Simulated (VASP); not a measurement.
Input of a VASP 6.6.1 run:

The input INCAR:

```
SYSTEM = CuI
ALGO = Normal
EDIFF = 1E-6
ENCUT = 520
GGA = PE
ISIF = 2
ISMEAR = 0
LASPH = .TRUE.
LCHARG = .TRUE.
LELF = .TRUE.
LREAL = .FALSE.
LVHAR = .TRUE.
LWAVE = .FALSE.
NBANDS = 16
NELM = 80
PREC = Accurate
SIGMA = 0.05
```

File KPOINTS:

```
k-points
0
G
  8 8 8
  0 0 0
```

The input POSCAR:

```
CuI
1.0
    0.0000000000      3.3509933402      2.9702121435
    2.9702121435      0.0000000000      2.9702121435
    2.9702121435      3.3509933402      0.0000000000
Cu I
1 1
Direct
    0.7500000000      0.7500000000      0.7500000000
    0.0000000000      0.0000000000      0.0000000000
```

Potentials or basis: VASP PAW PBE potentials, release 64 (Cu, I).

The run is started by

```console
$ cat potpaw_PBE.64/Cu/POTCAR potpaw_PBE.64/I/POTCAR > POTCAR
$ mpirun -np 1 vasp_std > vasp.out
```

(1) Estimate the pressure.

(2) What does it give for the band gap on the k mesh?

Results:

(1) -1.8 GPa.

(2) 0.91 eV, direct.

Caveat: spin-orbit coupling is left out, which moves the levels of the heavy elements.
